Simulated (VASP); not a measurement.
# Br (P6_3/mmc) in VASP: further runs

Br is run at these levels: PBE; tasks: single point, relaxation of cell and atoms.

All numbers are computed with VASP 6.6.1; they aren't measurements. Logs are shortened: lines on timing, memory, paths and dates and some standing lists are left out, and cuts for length are marked.

## Step 1: The cell of the first run

Symmetry: P6_3/mmc, No. 194, hexagonal system. Conventional cell: a = 3.018 Å, b = 3.018 Å, c = 9.283 Å, α = 90.00°, β = 90.00°, γ = 120.00°. Br (site symmetry -6m2) has 6 Br at 3.02 Å within 4.0 Å.

## Step 2: Single point, PBE

INCAR reads:

```
SYSTEM = Br
ALGO     = Normal         ! electronic algorithm
EDIFF    = 1E-6           ! SCF threshold, eV
ENCUT    = 520            ! plane-wave cutoff, eV
GGA      = PE             ! functional
ISIF     = 2              ! what is computed and relaxed
ISMEAR   = -1             ! smearing method
LASPH    = .True.         ! aspherical terms in the spheres
LCHARG   = .True.         ! write CHGCAR
LELF     = .True.         ! ELF
LREAL    = .False.        ! projectors in reciprocal space
LVHAR    = .True.       
LWAVE    = .False.        ! write WAVECAR
NBANDS   = 14             ! bands
NELM     = 60             ! most SCF steps
PREC     = Accurate       ! precision mode
SIGMA    = 0.02           ! smearing width, eV
```

KPOINTS reads:

```
k-points
0
Gamma
  9 9 3
  0 0 0
```

POSCAR reads:

```
Br
1.0
    3.0177193762      0.0000000000      0.0000000000
   -1.5088596881      2.6134216412      0.0000000000
    0.0000000000      0.0000000000      9.2831163951
Br
2
Direct
    0.3333333333      0.6666666667      0.2500000000
    0.6666666667      0.3333333333      0.7500000000
```

Potentials or basis: VASP PAW PBE potentials, release 64 (Br).

The run is started by

```bash
> cat potpaw_PBE.64/Br/POTCAR > POTCAR
> mpirun -np 1 vasp_std > vasp.out
```

OUTCAR:

```text
SYSTEM = Br
   EDIFF = 1E-6
   ENCUT = 520
   GGA = PE
   ISIF = 2
   ISMEAR = -1
   LASPH = .True.
   LREAL = .False.
   NELM = 60
   PREC = Accurate

 ion  position               nearest neighbor table
   1  0.333  0.667  0.250-
   2  0.667  0.333  0.750-

  LATTYP: Found a hexagonal cell.
 ALAT       =     3.0177193762
 C/A-ratio  =     3.0762026676

  Lattice vectors:

 A1 = (   3.0177193762,   0.0000000000,   0.0000000000)
 A2 = (  -1.5088596881,   2.6134216412,   0.0000000000)
 A3 = (   0.0000000000,   0.0000000000,   9.2831163951)

Analysis of symmetry for initial positions (statically):
=====================================================================
 Subroutine PRICEL returns:
 Original cell was already a primitive cell.

 Routine SETGRP: Setting up the symmetry group for a
 hexagonal supercell.

 Subroutine GETGRP returns: Found 24 space group operations
 (whereof 12 operations were pure point group operations)
 out of a pool of 24 trial point group operations.

The static configuration has the point symmetry D_3d.
 The point group associated with its full space group is D_6h.

Analysis of symmetry for dynamics (positions and initial velocities):
=====================================================================
 Subroutine PRICEL returns:
 Original cell was already a primitive cell.

 Routine SETGRP: Setting up the symmetry group for a
 hexagonal supercell.

 Subroutine GETGRP returns: Found 24 space group operations
 (whereof 12 operations were pure point group operations)
 out of a pool of 24 trial point group operations.

The dynamic configuration has the point symmetry D_3d.
 The point group associated with its full space group is D_6h.

 Subroutine INISYM returns: Found 24 space group operations
 (whereof 12 operations are pure point group operations),
 and found     1 'primitive' translations

----------------------------------------------------------------------------------------

                                     Primitive cell

  volume of cell :      73.2120

  direct lattice vectors                    reciprocal lattice vectors
     3.017719376  0.000000000  0.000000000     0.331376074  0.191320066  0.000000000
    -1.508859688  2.613421641  0.000000000     0.000000000  0.382640131  0.000000000
     0.000000000  0.000000000  9.283116395     0.000000000  0.000000000  0.107722446

  length of vectors
     3.017719376  3.017719376  9.283116395     0.382640131  0.382640131  0.107722446

  position of ions in fractional coordinates (direct lattice)
     0.333333333  0.666666667  0.250000000
     0.666666667  0.333333333  0.750000000

  ion indices of the primitive-cell ions
   primitive index   ion index
                 1           1
                 2           2

----------------------------------------------------------------------------------------

 KPOINTS: k-points

Automatic generation of k-mesh.
 Grid dimensions read from file:
 generate k-points for:    9    9    3

 Generating k-lattice:

  Cartesian coordinates                     Fractional coordinates (reciprocal lattice)
     0.036819564  0.021257785  0.000000000     0.111111111  0.000000000  0.000000000
     0.000000000  0.042515570  0.000000000     0.000000000  0.111111111  0.000000000
     0.000000000  0.000000000  0.035907482     0.000000000  0.000000000  0.333333333

  Length of vectors
     0.042515570  0.042515570  0.035907482

  Shift w.r.t. Gamma in fractional coordinates (k-lattice)
     0.000000000  0.000000000  0.000000000

 Subroutine IBZKPT returns following result:
 ===========================================

 Found     24 irreducible k-points:

 Following reciprocal coordinates:
            Coordinates               Weight
  0.000000  0.000000  0.000000      1.000000
  0.111111  0.000000  0.000000      6.000000
  0.222222  0.000000  0.000000      6.000000
  0.333333  0.000000  0.000000      6.000000
  0.444444  0.000000  0.000000      6.000000
  0.111111  0.111111  0.000000      6.000000
[... 16 lines left out ...]
  0.333333  0.222222  0.333333     24.000000
  0.333333  0.333333  0.333333      4.000000
   k-points           NKPTS =     24   k-points in BZ     NKDIM =     24   number of bands    NBANDS=     14
   number of dos      NEDOS =    301   number of ions     NIONS =      2
   total plane-waves  NPLWV =  40320
   dimension x,y,z NGX =    24 NGY =   24 NGZ =   70
   dimension x,y,z NGXF=    48 NGYF=   48 NGZF=  140
   ions per type =               2
   NGX,Y,Z   is equivalent  to a cutoff of  13.22, 13.22, 12.54 a.u.
   NGXF,Y,Z  is equivalent  to a cutoff of  26.44, 26.44, 25.07 a.u.
 SYSTEM =  Br
   PREC   = accura    normal or accurate (medium, high low for compatibility)
   ISTART =      0    job   : 0-new  1-cont  2-samecut
   ICHARG =      2    charge: 1-file 2-atom 10-const
   ISPIN  =      1    spin polarized calculation?
   LNONCOLLINEAR =      F non collinear calculations
   LSORBIT =      F    spin-orbit coupling
   LASPH  =      T    aspherical Exc in radial PAW
   ENCUT  =  520.0 eV  38.22 Ry    6.18 a.u.   5.61  5.61 17.26*2*pi/ulx,y,z
   NELM   =     60;   NELMIN=  2; NELMDL= -5     # of ELM steps
   EDIFF  = 0.1E-05   stopping-criterion for ELM
   LREAL  =      F    real-space projection
   EDIFFG = 0.1E-04   stopping-criterion for IOM
   NSW    =      0    number of steps for IOM
   IBRION =     -1    ionic relax: 0-MD 1-quasi-New 2-CG
   NFREE  =      0    steps in history (QN), initial steepest desc. (CG)
   ISIF   =      2    stress and relaxation
   ISYM   =      2    0-nonsym 1-usesym 2-fastsym
   POTIM  = 0.5000    time-step for ionic-motion
   TEBEG  =    0.0;   TEEND  =   0.0 temperature during run
   PSTRESS=    0.0 pullay stress
   NELECT =      14.0000    total number of electrons
   NUPDOWN=      -1.0000    fix difference up-down
   EMIN   =  10.00;   EMAX   =-10.00  energy-range for DOS
   EFERMI =   0.00;   METHOD = LEGACY
   ISMEAR =    -1;   SIGMA  =   0.02  broadening in eV -4-tet -1-fermi 0-gaus
   EFERMI_NEDOS =   21; number of points for ismear=-14 and -15
   IALGO  =     38    algorithm
   IMIX   =      4    mixing-type and parameters
     AMIX     =   0.40;   BMIX     =  1.00
     AMIX_MAG =   1.60;   BMIX_MAG =  1.00
  volume/ion in A,a.u.               =      36.61       247.03
  Fermi-wavevector in a.u.,A,eV,Ry     =   0.943170  1.782333 12.103338  0.889570
  Thomas-Fermi vector in A             =   2.070852
   LORBIT       =      0    0 simple, 1 ext, 2 COOP (PROOUT), +10 PAW based schemes
   GGA     = PE    functional components
[... 5 lines left out ...]
 non-spin polarized calculation
  energy-cutoff  :      520.00
  volume of cell :       73.21
 maximum number of plane-waves:      1996
 NGX is ok and might be reduce to    24
   NGX = 11   NGY = 11   NGZ = 35

 number of electron      13.9999999 magnetization

 Free energy of the ion-electron system (eV)
  ---------------------------------------------------
  ext. energy  EPLUGINS =         0.00000000
  ---------------------------------------------------
  free energy    TOTEN  =        -2.45674466 eV

  energy without entropy =       -2.44637829  energy(sigma->0) =       -2.45156148

 E-fermi :  -0.5766     XC(G=0):  -7.3992

 val. band max:       -0.5853816751   @ k =   0.2222   0.1111   0.0000
 cond. band min:      -0.5587008914   @ k =   0.4444   0.0000   0.0000
 fundamental gap:      0.0266807837
 Fermi energy:        -0.5766431898

 k-point     1 :       0.0000    0.0000    0.0000
  band No.  band energies     occupation
      1     -16.2478      2.00000
      2     -16.2234      2.00000
      3      -3.8969      2.00000
      4      -3.3427      2.00000
      5       1.0940      0.00000
      6       1.0940      0.00000
      7       1.0994      0.00000
      8       1.0994      0.00000
      9       4.4617      0.00000
     10       7.9671      0.00000
     11       9.9756      0.00000
     12      10.3225      0.00000
     13      10.7628      0.00000
     14      13.1592      0.00000

 k-point     2 :       0.1111    0.0000    0.0000
  band No.  band energies     occupation
      1     -16.0729      2.00000
      2     -16.0491      2.00000
      3      -3.7100      2.00000
      4      -3.1736      2.00000
      5       0.0028      0.00000
      6       0.0116      0.00000
      7       0.8461      0.00000
      8       0.8550      0.00000
      9       4.7627      0.00000
     10       8.0491      0.00000
     11      10.5850      0.00000
     12      11.0506      0.00000
     13      11.1615      0.00000
     14      12.3761      0.00000

 k-point     3 :       0.2222    0.0000    0.0000
  band No.  band energies     occupation
      1     -15.5832      2.00000
      2     -15.5617      2.00000
      3      -3.1839      2.00000
      4      -2.7058      2.00000
      5      -2.1732      2.00000
      6      -2.1574      2.00000
      7       0.2924      0.00000
      8       0.3055      0.00000
      9       5.5747      0.00000
     10       8.1088      0.00000
     11       9.8361      0.00000
     12       9.9555      0.00000
     13      11.2238      0.00000
     14      11.5289      0.00000

 k-point     4 :       0.3333    0.0000    0.0000
  band No.  band energies     occupation
      1     -14.9113      2.00000
      2     -14.8945      2.00000
      3      -4.2530      2.00000
      4      -4.2328      2.00000
      5      -2.4491      2.00000
      6      -2.0858      2.00000
      7      -0.2456      0.00000
      8      -0.2300      0.00000
      9       6.8475      0.00000
     10       7.6178      0.00000
     11       8.6712      0.00000
     12       8.8342      0.00000
     13       8.9926      0.00000
     14      12.4942      0.00000

 k-point     5 :       0.4444    0.0000    0.0000
  band No.  band energies     occupation
      1     -14.3658      2.00000
      2     -14.3563      2.00000
      3      -5.5587      2.00000
      4      -5.5360      2.00000
      5      -1.8183      2.00000
      6      -1.6283      2.00000
      7      -0.5587      0.57929
      8      -0.5419      0.29985
      9       6.8077      0.00000
     10       7.6930      0.00000
     11       7.9093      0.00000
[... 276 lines left out ...]
 k-point    22 :       0.2222    0.2222    0.3333
  band No.  band energies     occupation
      1     -14.5754      2.00000
      2     -14.5685      2.00000
      3      -4.3338      2.00000
      4      -4.3277      2.00000
      5      -2.0158      2.00000
      6      -1.9937      2.00000
      7      -1.9783      2.00000
      8      -1.8609      2.00000
      9       7.6020      0.00000
     10       7.6187      0.00000
     11       9.7130      0.00000
     12      11.1394      0.00000
     13      11.5262      0.00000
     14      11.6876      0.00000

 k-point    23 :       0.3333    0.2222    0.3333
  band No.  band energies     occupation
      1     -14.1345      2.00000
      2     -14.1311      2.00000
      3      -4.9775      2.00000
      4      -4.9675      2.00000
      5      -2.8797      2.00000
      6      -2.8695      2.00000
      7      -1.5273      2.00000
      8      -1.4602      2.00000
      9       7.5327      0.00000
     10       7.8929      0.00000
     11       9.9710      0.00000
     12      10.5017      0.00000
     13      10.7634      0.00000
     14      11.7873      0.00000

 k-point    24 :       0.3333    0.3333    0.3333
  band No.  band energies     occupation
      1     -13.9752      2.00000
      2     -13.9752      2.00000
      3      -4.2754      2.00000
      4      -4.2654      2.00000
      5      -4.2654      2.00000
      6      -4.2548      2.00000
      7      -1.3362      2.00000
      8      -1.3362      2.00000
      9       8.3660      0.00000
     10       8.6210      0.00000
     11       8.6210      0.00000
     12       9.1449      0.00000
     13      11.9530      0.00000
     14      11.9530      0.00000

------------------------ aborting loop because EDIFF is reached ----------------------------------------

  FORCE on cell =-STRESS in cart. coord.  units (eV):
  Direction    XX          YY          ZZ          XY          YZ          ZX
  --------------------------------------------------------------------------------------
  -------------------------------------------------------------------------------------
  Total        0.0195223      0.0195223     -0.0093074      0.0000000     -0.0000000      0.0000000
  in kB        0.4272282      0.4272282     -0.2036844      0.0000000     -0.0000000      0.0000000
  external PRESSURE =       0.2169240 kB  Pullay stress =       0.0000000 kB

 VOLUME and BASIS-vectors are now :
 -----------------------------------------------------------------------------
  energy-cutoff  :      520.00
  volume of cell :       73.21
      direct lattice vectors                 reciprocal lattice vectors
     3.017719376  0.000000000  0.000000000     0.331376074  0.191320066  0.000000000
    -1.508859688  2.613421641  0.000000000     0.000000000  0.382640131  0.000000000
     0.000000000  0.000000000  9.283116395     0.000000000  0.000000000  0.107722446

 POSITION                                       TOTAL-FORCE (eV/Angst)
 -----------------------------------------------------------------------------------
     -0.00000      1.74228      2.32078         0.000000      0.000000      0.000000
      1.50886      0.87114      6.96234        -0.000000     -0.000000      0.000000
 -----------------------------------------------------------------------------------
    total drift:                                0.000000     -0.000000      0.000000

  FREE ENERGIE OF THE ION-ELECTRON SYSTEM (eV)
  ---------------------------------------------------
  free  energy   TOTEN  =        -2.4567446633 eV

  energy  without entropy=       -2.4463782889  energy(sigma->0) =       -2.45156148
```

Run time: 52 s. Hardware: 1 thread of Intel Xeon 8259CL, shared host; peak memory 0.18 GiB.

What came out:

```yaml
Free_energy: -2.4567 eV
Pressure: 0.0 GPa
Band_gap_on_the_k_mesh: zero (bands 7 and 8 overlap by 2.96 eV)
```

Levels at points of the mesh, in eV from the Fermi level:
```tsv
k point	band 5	band 6	band 7	band 8	band 9	band 10
(0.00, 0.00, 0.00)	1.67	1.67	1.68	1.68	5.04	8.54
```

Caveat: this functional lacks dispersion, which binds layers or chains, so the pressure and a relaxed spacing across them are unreliable.

## Step 3: Single point, PBE

This run uses another cell than the first one, of 36.30 Å³/atom.

INCAR reads:

```
PREC     = Accurate       # precision mode
ENCUT    = 520            # plane-wave cutoff, eV
EDIFF    = 1E-6           # SCF threshold, eV
ISMEAR   = -1             # smearing method
SIGMA    = 0.02           # smearing width, eV
LREAL    = F              # projectors in reciprocal space
LASPH    = T              # aspherical terms in the spheres
NELM     = 100            # most SCF steps
ALGO     = Normal         # electronic algorithm
ISIF     = 2              # what is computed and relaxed
LWAVE    = F              # write WAVECAR
LCHARG   = T              # write CHGCAR
GGA      = PE             # functional
LELF     = T              # ELF
LVHAR    = T            
NBANDS   = 14             # bands
```

KPOINTS reads:

```
regular mesh
0
Gamma
  8 8 4
```

POSCAR reads:

```
Br
1.0
    3.0049188239      0.0000000000      0.0000000000
   -1.5024594120      2.6023360378      0.0000000000
    0.0000000000      0.0000000000      9.2840569951
Br
2
Direct
    0.3333333333      0.6666666667      0.2500000000
    0.6666666667      0.3333333333      0.7500000000
```

Potentials or basis: VASP PAW PBE potentials, release 64 (Br).

The run is started by

```bash
> cat potpaw_PBE.64/Br/POTCAR > POTCAR
> mpirun -np 1 vasp_std > vasp.out
```

OUTCAR:

```text
PREC = Accurate
   ENCUT = 520
   EDIFF = 1E-6
   ISMEAR = -1
   LREAL = F
   LASPH = T
   NELM = 100
   ISIF = 2
   GGA = PE

 ion  position               nearest neighbor table
   1  0.333  0.667  0.250-
   2  0.667  0.333  0.750-

  LATTYP: Found a hexagonal cell.
 ALAT       =     3.0049188239
 C/A-ratio  =     3.0896198996

  Lattice vectors:

 A1 = (   3.0049188239,   0.0000000000,   0.0000000000)
 A2 = (  -1.5024594120,   2.6023360378,   0.0000000000)
 A3 = (   0.0000000000,   0.0000000000,   9.2840569951)

Analysis of symmetry for initial positions (statically):
=====================================================================
 Subroutine PRICEL returns:
 Original cell was already a primitive cell.

 Routine SETGRP: Setting up the symmetry group for a
 hexagonal supercell.

 Subroutine GETGRP returns: Found 24 space group operations
 (whereof 12 operations were pure point group operations)
 out of a pool of 24 trial point group operations.

The static configuration has the point symmetry D_3d.
[... 175 lines left out ...]
      4      -3.3300      2.00000
      5       1.2189      0.00000
      6       1.2189      0.00000
      7       1.2242      0.00000
      8       1.2242      0.00000
      9       4.4966      0.00000
     10       8.0179      0.00000
     11      10.1206      0.00000
     12      10.4692      0.00000
     13      10.7921      0.00000
     14      13.2622      0.00000
[... 377 lines left out ...]
      1     -14.6177      2.00000
      2     -14.6177      2.00000
      3      -4.8428      2.00000
      4      -4.8428      2.00000
      5      -1.9817      2.00000
      6      -1.9817      2.00000
      7      -0.2969      0.00797
      8      -0.2969      0.00797
      9       7.2901      0.00000
     10       7.2901      0.00000
     11       8.5086      0.00000
     12       8.5086      0.00000
     13       9.9820      0.00000
     14       9.9820      0.00000

 [... further k-points ...]

------------------------ aborting loop because EDIFF is reached ----------------------------------------

  FORCE on cell =-STRESS in cart. coord.  units (eV):
  Direction    XX          YY          ZZ          XY          YZ          ZX
  --------------------------------------------------------------------------------------
  -------------------------------------------------------------------------------------
  Total        0.0033119      0.0033119     -0.0072236     -0.0000000      0.0000000     -0.0000000
  in kB        0.0730900      0.0730900     -0.1594149     -0.0000000      0.0000000     -0.0000000
  external PRESSURE =      -0.0044116 kB  Pullay stress =       0.0000000 kB

 VOLUME and BASIS-vectors are now :
 -----------------------------------------------------------------------------
  energy-cutoff  :      520.00
  volume of cell :       72.60
      direct lattice vectors                 reciprocal lattice vectors
     3.004918824  0.000000000  0.000000000     0.332787692  0.192135064  0.000000000
    -1.502459412  2.602336038  0.000000000     0.000000000  0.384270127  0.000000000
     0.000000000  0.000000000  9.284056995     0.000000000  0.000000000  0.107711532

 POSITION                                       TOTAL-FORCE (eV/Angst)
 -----------------------------------------------------------------------------------
     -0.00000      1.73489      2.32101        -0.000000      0.000000      0.000000
      1.50246      0.86745      6.96304         0.000000      0.000000      0.000000
 -----------------------------------------------------------------------------------
    total drift:                                0.000000     -0.000000      0.000000

  FREE ENERGIE OF THE ION-ELECTRON SYSTEM (eV)
  ---------------------------------------------------
  free  energy   TOTEN  =        -2.4980914787 eV

  energy  without entropy=       -2.4977121559  energy(sigma->0) =       -2.49790182
```

stdout:

```text
POSCAR found type information on POSCAR Br
 POSCAR found :  1 types and       2 ions
 scaLAPACK will be used
 LDA part: xc-table for (Slater+PW92), standard interpolation
 POSCAR, INCAR and KPOINTS ok, starting setup
 FFT: planning ... GRIDC
 FFT: planning ... GRID_SOFT
 FFT: planning ... GRID
 WAVECAR not read
 entering main loop
```

It took 68 s on 1 thread of Intel Xeon 8259CL, shared host; peak memory 0.19 GiB.

What came out:

```yaml
Free_energy: -2.4981 eV
Pressure: 0.0 GPa
Band_gap_on_the_k_mesh: zero (bands 7 and 8 overlap by 2.85 eV)
```

Caveat: this functional lacks dispersion, which binds layers or chains, so the pressure and a relaxed spacing across them are unreliable.

(Part 1 of 2 ends here.)

The gap in the log of VASP goes by the Fermi energy; the results here count the filled bands.